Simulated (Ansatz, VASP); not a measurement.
**Sc in VASP and in Ansatz**

```xyz
1
Lattice="0.0000 2.2893 2.2893 2.2893 0.0000 2.2893 2.2893 2.2893 0.0000" Properties=species:S:1:pos:R:3 pbc="T T T"
Sc    0.0000    0.0000    0.0000
```

Change from the starting cell: volume scaled by 1.025.

Alike in both runs: task single point; functional PBE; k mesh 15 × 15 × 15; occupations fermi-dirac, width 0.03 eV; no spin polarisation.

|  | VASP | Ansatz |
| --- | --- | --- |
| version | VASP 6.6.1 | Ansatz 0.2.0 |
| potentials or method | VASP PAW PBE potentials, release 64 (Sc_sv), cutoff 520 eV | all-electron LAPW, scalar-relativistic |

```tsv
	VASP	Ansatz	Ansatz less VASP
pressure (GPa)	1.4	1.4	-0.02
```

Ansatz ran all-electron here, and VASP with PAW potentials.
